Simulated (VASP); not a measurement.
# Ti (P6/mmm) in VASP: a series of runs, part 2 of 2

VASP 6.6.1. The steps go on from the part before.

**3. Relaxation of cell and atoms, LDA, target pressure 75 GPa, at which the enthalpy is minimised**

This run uses another cell than the first one, of 11.50 Å³/atom, 1.027 times its volume.

Input file INCAR:

```
SYSTEM = Ti
PREC = Accurate
ENCUT = 600
EDIFF = 1E-6
ISMEAR = -1
SIGMA = 0.05
LREAL = .False.
LASPH = .True.
NELM = 60
ALGO = Normal
ISIF = 3
LWAVE = .False.
LCHARG = .False.
GGA = CA
IBRION = 2
NSW = 60
EDIFFG = -0.005
PSTRESS = 750.0
```

Input file KPOINTS:

```
Automatic mesh
0
Gamma
  18 18 17
  0 0 0
```

Input file POSCAR:

```
Ti
1.0
    2.4174384061      0.0000000000      0.0000000000
   -1.2087192031      2.0935630718      0.0000000000
    0.0000000000      0.0000000000      2.2723921018
Ti
1
Direct
    0.0000000000      0.0000000000      0.0000000000
```

Potentials or basis: VASP PAW LDA potentials, release 64 (Ti_sv).

Started as:

```sh
$ cat potpaw_LDA.64/Ti_sv/POTCAR > POTCAR
$ mpirun -np 1 vasp_std > vasp.out
```

OUTCAR:

```text
SYSTEM = Ti
   PREC = Accurate
   ENCUT = 600
   EDIFF = 1E-6
   ISMEAR = -1
   LREAL = .False.
   LASPH = .True.
   NELM = 60
   ISIF = 3
   GGA = CA
   IBRION = 2
   NSW = 60
   EDIFFG = -0.005
   PSTRESS = 750.0

 ion  position               nearest neighbor table
   1  0.000  0.000  0.000-

  LATTYP: Found a hexagonal cell.
 ALAT       =     2.4174384061
 C/A-ratio  =     0.9400000000

  Lattice vectors:

 A1 = (   2.4174384061,   0.0000000000,   0.0000000000)
 A2 = (  -1.2087192031,   2.0935630718,   0.0000000000)
 A3 = (   0.0000000000,   0.0000000000,   2.2723921018)

Analysis of symmetry for initial positions (statically):
=====================================================================
 Subroutine PRICEL returns:
 Original cell was already a primitive cell.

 Routine SETGRP: Setting up the symmetry group for a
 hexagonal supercell.

 Subroutine GETGRP returns: Found 24 space group operations
 (whereof 24 operations were pure point group operations)
 out of a pool of 24 trial point group operations.

The static configuration has the point symmetry D_6h.

Analysis of symmetry for dynamics (positions and initial velocities):
=====================================================================
 Subroutine PRICEL returns:
 Original cell was already a primitive cell.

 Routine SETGRP: Setting up the symmetry group for a
 hexagonal supercell.

 Subroutine GETGRP returns: Found 24 space group operations
 (whereof 24 operations were pure point group operations)
 out of a pool of 24 trial point group operations.

The dynamic configuration has the point symmetry D_6h.

 Subroutine INISYM returns: Found 24 space group operations
 (whereof 24 operations are pure point group operations),
 and found     1 'primitive' translations

----------------------------------------------------------------------------------------

                                     Primitive cell

  volume of cell :      11.5007

  direct lattice vectors                    reciprocal lattice vectors
     2.417438406  0.000000000  0.000000000     0.413661005  0.238827292  0.000000000
    -1.208719203  2.093563072  0.000000000     0.000000000  0.477654585  0.000000000
     0.000000000  0.000000000  2.272392102     0.000000000  0.000000000  0.440064899

  length of vectors
     2.417438406  2.417438406  2.272392102     0.477654585  0.477654585  0.440064899

  position of ions in fractional coordinates (direct lattice)
     0.000000000  0.000000000  0.000000000

  ion indices of the primitive-cell ions
   primitive index   ion index
                 1           1

----------------------------------------------------------------------------------------

 KPOINTS: Automatic mesh

Automatic generation of k-mesh.
 Grid dimensions read from file:
 generate k-points for:   18   18   17

 Generating k-lattice:

  Cartesian coordinates                     Fractional coordinates (reciprocal lattice)
     0.022981167  0.013268183  0.000000000     0.055555556  0.000000000  0.000000000
     0.000000000  0.026536366  0.000000000     0.000000000  0.055555556  0.000000000
     0.000000000  0.000000000  0.025886171     0.000000000  0.000000000  0.058823529
[... 49 lines left out ...]
   ISTART =      0    job   : 0-new  1-cont  2-samecut
   ICHARG =      2    charge: 1-file 2-atom 10-const
   ISPIN  =      1    spin polarized calculation?
   LNONCOLLINEAR =      F non collinear calculations
   LSORBIT =      F    spin-orbit coupling
   LASPH  =      T    aspherical Exc in radial PAW
   ENCUT  =  600.0 eV  44.10 Ry    6.64 a.u.   4.83  4.83  4.54*2*pi/ulx,y,z
   NELM   =     60;   NELMIN=  2; NELMDL= -5     # of ELM steps
   EDIFF  = 0.1E-05   stopping-criterion for ELM
   LREAL  =      F    real-space projection
   EDIFFG = -.5E-02   stopping-criterion for IOM
   NSW    =     60    number of steps for IOM
   IBRION =      2    ionic relax: 0-MD 1-quasi-New 2-CG
   NFREE  =      1    steps in history (QN), initial steepest desc. (CG)
   ISIF   =      3    stress and relaxation
   ISYM   =      2    0-nonsym 1-usesym 2-fastsym
   POTIM  = 0.5000    time-step for ionic-motion
   TEBEG  =    0.0;   TEEND  =   0.0 temperature during run
   PSTRESS=  750.0 pullay stress
   NELECT =      12.0000    total number of electrons
   NUPDOWN=      -1.0000    fix difference up-down
   EMIN   =  10.00;   EMAX   =-10.00  energy-range for DOS
   EFERMI =   0.00;   METHOD = LEGACY
   ISMEAR =    -1;   SIGMA  =   0.05  broadening in eV -4-tet -1-fermi 0-gaus
   EFERMI_NEDOS =   21; number of points for ismear=-14 and -15
   IALGO  =     38    algorithm
   IMIX   =      4    mixing-type and parameters
     AMIX     =   0.40;   BMIX     =  1.00
     AMIX_MAG =   1.60;   BMIX_MAG =  1.00
  volume/ion in A,a.u.               =      11.50        77.61
  Fermi-wavevector in a.u.,A,eV,Ry     =   1.660455  3.137804 37.512751  2.757109
  Thomas-Fermi vector in A             =   2.747688
   LORBIT       =      0    0 simple, 1 ext, 2 COOP (PROOUT), +10 PAW based schemes
   GGA     = CA    functional components
   LHFCALC =     F    Hartree Fock is set to
   AEXX    =    0.0000 exact exchange contribution
   IVDW    =     0    specifies the selected vdW correction
   LEPSILON=     F    determine dielectric tensor
   LRPA    =     F    only Hartree local field effects (RPA)
 conjugate gradient relaxation of ions
 non-spin polarized calculation
  energy-cutoff  :      600.00
  volume of cell :       11.50
 maximum number of plane-waves:       399
 NGX is ok and might be reduce to    20
   NGX =  9   NGY =  9   NGZ =  9

--------------------------------------- Ionic step        1  -------------------------------------------

 number of electron      11.9999997 magnetization

 Free energy of the ion-electron system (eV)
  ---------------------------------------------------
  ext. energy  EPLUGINS =         0.00000000
  ---------------------------------------------------
  free energy    TOTEN  =        -7.46242579 eV

  energy without entropy =       -7.45448039  energy(sigma->0) =       -7.45845309

------------------------ aborting loop because EDIFF is reached ----------------------------------------

  FORCE on cell =-STRESS in cart. coord.  units (eV):
  Direction    XX          YY          ZZ          XY          YZ          ZX
  --------------------------------------------------------------------------------------
  -------------------------------------------------------------------------------------
  Total        4.4890704      4.4890704      5.4016852     -0.0000000     -0.0000000      0.0000000
  in kB      625.3775069    625.3775069    752.5149271     -0.0000000     -0.0000000      0.0000000
  external PRESSURE =     -82.2433530 kB  Pullay stress =     750.0000000 kB
[... 94 lines left out ...]
  energy  without entropy=       -7.2947600061  energy(sigma->0) =       -7.29815544

  enthalpy is  TOTEN    =        -2.0946281743 eV   P V=        5.2069227006

[... ionic steps 4 to 16 ...]

--------------------------------------- Ionic step       17  -------------------------------------------

 number of electron      12.0000004 magnetization

------------------------ aborting loop because EDIFF is reached ----------------------------------------
[... 69 lines left out ...]
--------------------------------------- Ionic step       19  -------------------------------------------

 number of electron      12.0000004 magnetization

 Free energy of the ion-electron system (eV)
  ---------------------------------------------------
  ext. energy  EPLUGINS =         0.00000000
  ---------------------------------------------------
  free energy    TOTEN  =        -7.34883169 eV

  energy without entropy =       -7.34242165  energy(sigma->0) =       -7.34562667

 E-fermi :  13.2465     XC(G=0): -13.9968

 val. band max:       13.2457436321   @ k =   0.2222   0.1111   0.0588
 cond. band min:      13.2492206341   @ k =   0.2222   0.1667   0.4706
 fundamental gap:      0.0034770020
 Fermi energy:        13.2465385166

 k-point     1 :       0.0000    0.0000    0.0000
  band No.  band energies     occupation
      1     -42.5991      2.00000
      2     -17.6846      2.00000
      3     -17.2844      2.00000
      4     -17.2844      2.00000
      5       7.1445      2.00000
      6      10.6573      2.00000
      7      14.5020      0.00000
      8      14.5020      0.00000
      9      19.5784      0.00000
     10      19.5784      0.00000
[... 287 lines left out ...]
 k-point    24 :       0.3889    0.1111    0.0000
  band No.  band energies     occupation
      1     -41.7796      2.00000
      2     -20.2375      2.00000
      3     -18.2059      2.00000
      4     -17.2775      2.00000
      5      10.0415      2.00000
      6      12.4996      2.00000
      7      15.4431      0.00000
      8      15.9335      0.00000
      9      18.5003      0.00000
     10      20.7836      0.00000

 [... further k-points ...]
[... 5 lines left out ...]
  --------------------------------------------------------------------------------------
  -------------------------------------------------------------------------------------
  Total        5.2487529      5.2487529      5.2521307     -0.0000000     -0.0000000      0.0000000
  in kB      750.0620690    750.0620690    750.5447564     -0.0000001     -0.0000000      0.0000000
  external PRESSURE =       0.2229648 kB  Pullay stress =     750.0000000 kB
[... 20 lines left out ...]
  energy  without entropy=       -7.3424216496  energy(sigma->0) =       -7.34562667

  enthalpy is  TOTEN    =        -2.1005130939 eV   P V=        5.2483185971

 reached required accuracy - stopping structural energy minimisation
```

CONTCAR:

```text
Ti
   1.00000000000000
     2.3612764888484743   -0.0000000000544936   -0.0000000000000000
    -1.1806382445202686    2.0449254248241560    0.0000000000000000
    -0.0000000000000000   -0.0000000000000000    2.3219089863897442
  Ti
     1
Direct
     0.0000000000000000    0.0000000000000000    0.0000000000000000

  0.00000000E+00  0.00000000E+00  0.00000000E+00
```

It took 4 min on 1 thread of Intel Xeon Platinum 8259CL at 2.50GHz (Skylake/Cascade Lake), shared host; peak memory 0.17 GiB.

Results:

```yaml
Free_energy: -7.3488 eV
Relaxed_volume: 11.21 Å³/atom
Relaxed_cell: a = 2.361 Å, b = 2.361 Å, c = 2.322 Å, α = 90.00°, β = 90.00°, γ = 120.00°
Space_group_after_relaxing_to_0.05_Å: P6/mmm (No. 191)
Energy_change_on_relaxing_the_enthalpy_is_what_falls: +113.6 meV/atom
Ionic_steps: 19
Pressure_after_relaxing: 75.0 GPa
Band_gap_on_the_k_mesh: zero (band 6 reaches 14.06 eV, above the bottom of band 7 at 12.42 eV)
```

Step by step:
```csv
step,energy change (eV),largest force (eV/Å),pressure (GPa),volume (Å³)
1,0.0000,0.0000,66.78,11.50
2,0.4741,0.0000,97.51,10.54
3,0.1609,0.0000,77.46,11.12
4,0.1061,0.0000,74.57,11.23
5,0.1091,0.0000,74.42,11.22
6,0.1103,0.0000,74.63,11.22
7,0.1261,0.0000,75.70,11.19
8,0.1150,0.0000,75.13,11.21
9,0.1147,0.0000,75.09,11.21
10,0.1144,0.0000,75.09,11.21
11,0.1124,0.0000,75.09,11.21
12,0.1118,0.0000,74.94,11.22
13,0.1116,0.0000,74.88,11.22
14,0.1117,0.0000,74.87,11.22
15,0.1117,0.0000,74.86,11.22
16,0.1118,0.0000,74.86,11.22
17,0.1170,0.0000,75.16,11.20
18,0.1142,0.0000,75.04,11.21
19,0.1136,0.0000,75.02,11.21
```

Final structure:
```
Ti
1.0
     2.36128    0.00000    0.00000
    -1.18064    2.04493    0.00000
     0.00000    0.00000    2.32191
Ti
1
Cartesian
  0.0000 0.0000 0.0000
```

Levels at points of the mesh, in eV from the Fermi level:
| k point | band 4 | band 5 | band 6 | band 7 | band 8 | band 9 |
| --- | --- | --- | --- | --- | --- | --- |
| (0.00, 0.00, 0.00) | -30.53 | -6.10 | -2.59 | 1.26 | 1.26 | 6.33 |
| (0.50, 0.00, 0.00) | -30.52 | -3.89 | -0.70 | 2.47 | 3.15 | 5.57 |

Caveat: the cell is relaxed towards a set pressure, so the enthalpy falls and the energy may rise.
